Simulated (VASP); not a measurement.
A run of VASP 6.6.1 is set up as follows.

The input INCAR:

```
PREC = Accurate
ENCUT = 600
EDIFF = 1E-7
ISMEAR = 0
SIGMA = 0.1
LREAL = F
LASPH = T
NELM = 80
ALGO = Normal
ISIF = 3
LWAVE = F
LCHARG = F
GGA = PE
IBRION = 2
NSW = 90
EDIFFG = -0.04
```

KPOINTS

```
regular mesh
0
Gamma
  4 4 4
```

POSCAR

```
CdSi2
1.0
   -2.9805377500      2.9805377500      2.6229270600
    2.9805377500     -2.9805377500      2.6229270600
    2.9805377500      2.9805377500     -2.6229270600
Cd Si
2 4
Direct
    0.2500000000      0.2500000000      0.0000000000
    0.7500000000      0.7500000000      0.0000000000
    0.6579999900      0.1579999900      0.8159999800
    0.1579999900      0.3420000100      0.5000000000
    0.3420000100      0.8420000100      0.1840000200
    0.8420000100      0.6579999900      0.5000000000
```

Potentials or basis: VASP PAW PBE potentials, release 64 (Cd, Si).

The run is started by

```console
$ cat potpaw_PBE.64/Cd/POTCAR potpaw_PBE.64/Si/POTCAR > POTCAR
$ mpirun -np 1 vasp_std > vasp.out
```

Problem. Estimate the space group after relaxing (to 0.1 Å).

Solution. I4/mcm (No. 140).

Problem. Estimate the relaxed cell.

Solution. a = 5.352 Å, b = 5.352 Å, c = 5.352 Å, α = 109.84°, β = 109.84°, γ = 108.74°.

Problem. Estimate the band gap on the k mesh.

Solution. Zero (bands 20 and 21 overlap by 2.34 eV).

Forces in eV/Å, atoms in the order of the input:
```
Cd   0.000  0.000  0.000
Cd   0.000  0.000  0.000
Si   0.011  0.011  0.000
Si  -0.011  0.011  0.000
Si  -0.011 -0.011  0.000
Si   0.011 -0.011  0.000
```

Caveat: the k points lie up to 0.36 Å⁻¹ apart in the final cell, too coarse for converged energies and pressures of a metal.
